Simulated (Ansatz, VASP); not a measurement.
One calculation of W, two programs

File INCAR:

```
SYSTEM = W
ALGO     = Fast           ! electronic algorithm
EDIFF    = 1E-6           ! SCF threshold, eV
ENCUT    = 520            ! plane-wave cutoff, eV
GGA      = PE             ! functional
ISIF     = 2              ! what is computed and relaxed
ISMEAR   = 0              ! smearing method
LASPH    = .TRUE.         ! aspherical terms in the spheres
LCHARG   = .TRUE.         ! write CHGCAR
LELF     = .TRUE.         ! ELF
LREAL    = .FALSE.        ! projectors in reciprocal space
LVHAR    = .TRUE.       
LWAVE    = .FALSE.        ! write WAVECAR
NBANDS   = 66             ! bands
NELM     = 80             ! most SCF steps
PREC     = Accurate       ! precision mode
SIGMA    = 0.15           ! smearing width, eV
```

File KPOINTS:

```
k-points
0
G
  10 10 10
  0 0 0
```

File POSCAR:

```
W
1.0
   -3.1946000000     -3.1946000000      3.1946000000
   -3.1946000000      3.1946000000     -3.1946000000
    3.1946000000     -3.1946000000     -3.1946000000
W
8
Direct
    0.4939817930      0.5000000000      0.5000000000
    0.0000000000      0.5000000000      0.5000000000
    0.5000000000      0.0000000000      0.5000000000
    0.0000000000      0.0000000000      0.5000000000
    0.5000000000      0.5000000000      0.0000000000
    0.0000000000      0.5000000000      0.0000000000
    0.5000000000      0.0000000000      0.0000000000
    0.0000000000      0.0000000000      0.0000000000
```

Input for Ansatz:

```yaml
crystal:
  lattice:
    - [-3.1946, -3.1946, 3.1946]
    - [-3.1946, 3.1946, -3.1946]
    - [3.1946, -3.1946, -3.1946]
  atoms:
    - { symbol: W, position: [0.493981793, 0.5, 0.5] }
    - { symbol: W, position: [0.0, 0.5, 0.5] }
    - { symbol: W, position: [0.5, 0.0, 0.5] }
    - { symbol: W, position: [0.0, 0.0, 0.5] }
    - { symbol: W, position: [0.5, 0.5, 0.0] }
    - { symbol: W, position: [0.0, 0.5, 0.0] }
    - { symbol: W, position: [0.5, 0.0, 0.0] }
    - { symbol: W, position: [0.0, 0.0, 0.0] }
basis:
  ecutwfc: 420
kpoints:
  mp_grid: { grid: [10, 10, 10] }
hamiltonian:
  xc: pbe
scf:
  occupations: { method: gaussian, width: 0.15 }
output:
  forces: true
  stress: true
  eigenvalues: true
```

Alike in both runs: task single point; functional PBE; k mesh 10 × 10 × 10; occupations gaussian, width 0.15 eV; no spin polarisation.

|  | VASP | Ansatz |
| --- | --- | --- |
| version | VASP 6.6.1 | Ansatz 0.2.0 |
| potentials or method | VASP PAW PBE potentials, release 64 (W_sv), cutoff 520 eV | scalar-relativistic, plane waves, PAW |
| valence electrons in the cell | 112 | 112 |

|  | VASP | Ansatz | Ansatz less VASP |
| --- | --- | --- | --- |
| gap on the k mesh at the Fermi level (eV) | none | none | - |
| pressure (GPa) | -2.6 | -3.1 | -0.45 |
| rms of the force components (eV/Å) | 0.131 | 0.130 | -0.0010 |

Atom by atom the forces differ by 0.001 eV/Å (rms over components). A gap of «none» marks a metal or a gap that the smearing closes.

Neither program's run includes spin-orbit coupling.
